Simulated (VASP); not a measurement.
V2CrO6: single point with LDA+U

The system is V2CrO6.

```
Cr V O
1.0
     0.00000    3.57993    0.00000
     4.72290   -1.78997    0.00000
     2.48373    0.00000   -6.28920
Cr V O
1 2 6
Direct
  0.00000 0.00000 0.00000
  0.81480 0.61260 0.65540
  0.20220 0.38740 0.34460
  0.67300 0.30800 0.89000
  0.36500 0.69200 0.11000
  0.97800 0.93000 0.72300
  0.04800 0.07000 0.27700
  0.70800 0.38400 0.43600
  0.32400 0.61600 0.56400
```

| Property | Result |
| --- | --- |
| Program | VASP 6.6.1 |
| Task | single point |
| Functional | LDA |
| Potentials or basis | VASP PAW LDA potentials, release 64 (Cr_pv, V_sv, O) |
| Cutoff | 520 eV |
| k mesh | 6 × 6 × 4 |
| Occupations | fermi-dirac, width 0.1 eV |
| Spin | no spin polarisation |
| Hubbard terms | Cr d U = 5.93 eV |

| Item | Value |
| --- | --- |
| Pressure | -17.1 GPa |
| Largest force | 0.990 eV/Å |
| Band gap on the k mesh | 1.11 eV (least direct gap 1.13 eV) |

Forces on the atoms (eV/Å):
```
Cr   0.000  0.293  0.000
V    0.098  0.278 -0.332
V   -0.098  0.278  0.332
O   -0.078 -0.145  0.764
O    0.078 -0.145 -0.764
O   -0.982 -0.102 -0.061
O    0.982 -0.102  0.061
O    0.307 -0.177  0.193
O   -0.307 -0.177 -0.193
```

Stress tensor (GPa, compression positive):
```
-16.86   0.00   1.01
  0.00 -19.14   0.00
  1.01   0.00 -15.36
```

Levels at points of the mesh, in eV from the valence-band top:
| k point | band 34 | band 35 | band 36 | band 37 | band 38 | band 39 | band 40 | band 41 |
| --- | --- | --- | --- | --- | --- | --- | --- | --- |
| (0.00, 0.00, 0.00) | -2.08 | -1.73 | -0.66 | -0.21 | 1.22 | 1.33 | 1.75 | 2.03 |
| (0.50, 0.00, 0.00) | -1.84 | -1.64 | -0.51 | -0.16 | 1.17 | 1.21 | 1.63 | 1.86 |
| (0.00, 0.50, 0.00) | -1.90 | -1.75 | -0.80 | -0.36 | 1.35 | 1.48 | 1.75 | 2.06 |
| (0.00, 0.00, 0.50) | -2.03 | -1.75 | -0.60 | -0.33 | 1.16 | 1.44 | 1.62 | 2.11 |
| (0.50, 0.00, 0.50) | -1.88 | -1.67 | -0.39 | -0.04 | 1.16 | 1.22 | 1.51 | 1.70 |
| (0.00, 0.50, 0.50) | -2.21 | -1.66 | -0.79 | -0.43 | 1.33 | 1.39 | 1.74 | 2.03 |

Eigenvalues of the final occupation matrices:
```
    site  spin  trace               eigenvalues
site 1 d     1   2.01  0.03 0.07 0.13 0.86 0.91
site 1 d     2   2.01  0.03 0.07 0.13 0.86 0.91
```

It took 6.9 min on 1 × NVIDIA H100 80GB with 1 thread of AMD EPYC 7R13 Processor (Zen 3), on a shared host, peak memory 1.4 GiB.

Caveat: the cell stands under tension. A k mesh can miss the band edges.
